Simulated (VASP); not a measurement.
Crystal: Ni.

```
Ni
1.0
    -1.39845    1.39845    1.39845
     1.39845   -1.39845    1.39845
     1.39845    1.39845   -1.39845
Ni
1
Direct
  0.00000 0.00000 0.00000
```

```yaml
Program: VASP 6.6.1
Task: relaxation of cell and atoms
Functional: RPBE
Potentials_or_basis: VASP PAW PBE potentials, release 64 (Ni)
Cutoff: 600 eV
k_mesh: 16 × 16 × 16
Occupations: fermi-dirac, width 0.1 eV
Spin: no spin polarisation
```

At the start: pressure 5.3 GPa; volume 10.94 Å³/atom.

**Question.** Where does the relaxation end?

**Answer.** Over 3 steps the energy falls by 5.0 meV/atom and the volume is 11.25 Å³/atom (+2.9 %); space group Im-3m (No. 229, to 0.05 Å).

Step by step:
```csv
step,energy change (eV),largest force (eV/Å),pressure (GPa),volume (Å³)
1,0.0000,0.0000,5.26,10.94
2,-0.0017,0.0000,-3.80,11.52
3,-0.0050,0.0000,0.02,11.25
```

Final structure:
```
Ni
1.0
    -1.41164    1.41164    1.41164
     1.41164   -1.41164    1.41164
     1.41164    1.41164   -1.41164
Ni
1
Direct
  0.00000 0.00000 0.00000
```

Caveat: the PAW data sets were made with another functional, which shifts forces and pressure a little; the run has no spin polarisation, though such a crystal can be magnetic.
